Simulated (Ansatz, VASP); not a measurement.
**NaH: VASP beside Ansatz**

Contents of POSCAR:

```
NaH
1.0
    0.0000000000      2.3279390728      2.2364510673
    2.3279390728      0.0000000000      2.2364510673
    2.3279390728      2.3279390728      0.0000000000
Na H
1 1
Direct
    0.0000000000      0.0000000000      0.0000000000
    0.5000000000      0.5000000000      0.5000000000
```

Contents of INCAR.step1:

```
ALGO     = Normal         # electronic algorithm
EDIFF    = 1E-4           # SCF threshold, eV
ENCUT    = 520            # plane-wave cutoff, eV
GGA      = PE             # functional
ISMEAR   = -1             # smearing method
LASPH    = True           # aspherical terms in the spheres
LCHARG   = False          # write CHGCAR
LREAL    = False          # projectors in reciprocal space
LWAVE    = True           # write WAVECAR
NBANDS   = 11             # bands
NELM     = 60             # most SCF steps
PREC     = Accurate       # precision mode
SIGMA    = 0.2            # smearing width, eV
```

The input INCAR.step2:

```
ALGO     = Normal         # electronic algorithm
EDIFF    = 1E-6           # SCF threshold, eV
ENCUT    = 520            # plane-wave cutoff, eV
ISIF     = 2              # what is computed and relaxed
ISMEAR   = -1             # smearing method
ISTART   = 1            
LASPH    = True           # aspherical terms in the spheres
LCHARG   = False          # write CHGCAR
LMIXTAU  = True         
LREAL    = False          # projectors in reciprocal space
LWAVE    = False          # write WAVECAR
METAGGA  = R2SCAN         # meta-GGA
NBANDS   = 11             # bands
NELM     = 60             # most SCF steps
PREC     = Accurate       # precision mode
SIGMA    = 0.2            # smearing width, eV
```

Contents of KPOINTS:

```
k-points
0
Gamma
  10 10 10
```

Input for Ansatz:

```yaml
crystal:
  lattice:
    - [0.0, 2.3279390728, 2.2364510673]
    - [2.3279390728, 0.0, 2.2364510673]
    - [2.3279390728, 2.3279390728, 0.0]
  atoms:
    - { symbol: Na, position: [0.0, 0.0, 0.0] }
    - { symbol: H, position: [0.5, 0.5, 0.5] }
basis:
  ecutwfc: 520.0
kpoints:
  mp_grid: { grid: [10, 10, 10] }
hamiltonian:
  xc: r2scan
scf:
  occupations: { method: fermi_dirac, width: 0.2 }
output:
  forces: true
  stress: true
  eigenvalues: true
```

Alike in both runs: task single point; functional r2SCAN; k mesh 10 × 10 × 10; occupations fermi-dirac, width 0.2 eV; no spin polarisation.

```csv
,VASP,Ansatz
version,VASP 6.6.1,Ansatz 0.2.0
potentials or method,"VASP PAW PBE potentials, release 64 (Na_pv, H), cutoff 520 eV","scalar-relativistic, plane waves, PAW"
valence electrons in the cell,8,10
```

```tsv
	VASP	Ansatz	Ansatz less VASP
gap on the k mesh at the Fermi level (eV)	4.63	4.62	-0.014
least direct gap on the mesh (eV)	5.55	5.56	+0.014
pressure (GPa)	3.8	4.1	+0.31
traceless stress, the component that is largest in VASP (GPa)	1.80	1.71	-0.087
```

VASP's potentials were made for PBE, not for r2SCAN. VASP's potentials hold 8 valence electrons a cell and Ansatz's 10, so a difference there can come from the potentials and not from the codes.
